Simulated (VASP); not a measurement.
N, 16 atoms in the cell. Symmetry: R-3c, No. 167, trigonal system. Conventional cell: a = 9.961 Å, b = 9.961 Å, c = 13.430 Å, α = 90.00°, β = 90.00°, γ = 120.00°. N (site symmetry 1) has 1 N at 1.09 Å within 1.5 Å. Within 1.5 Å of N (site symmetry 3) lie 1 N at 1.09 Å. 

- Program: VASP 6.6.1
- Task: single point
- Functional: r2SCAN
- Potentials or basis: VASP PAW PBE potentials, release 64 (N)
- Cutoff: 520 eV
- k mesh: 3 × 3 × 3
- Occupations: gaussian, width 0.02 eV
- Spin: no spin polarisation
- Dipole correction: no
- Further INCAR settings: LREAL = Auto; ALGO = Normal; EDIFF = 1e-06; NBANDS = 54

Potentials or basis: VASP PAW PBE potentials, release 64 (N).

Command:

```console
$ cat potpaw_PBE.64/N/POTCAR > POTCAR
$ cp INCAR.step1 INCAR
$ mpirun -np 1 vasp_std > vasp.out
$ cp INCAR.step2 INCAR
$ mpirun -np 1 vasp_std > vasp.out
```

Hardware: 1 thread of Intel(R) Xeon(R) 6975P-C (Granite Rapids) (shared host).

Task: Estimate the wall time of this run.

Result: It took 4.5 min on 1 thread of Intel(R) Xeon(R) 6975P-C (Granite Rapids), on a shared host, peak memory 0.44 GiB. Counts: k points 6.
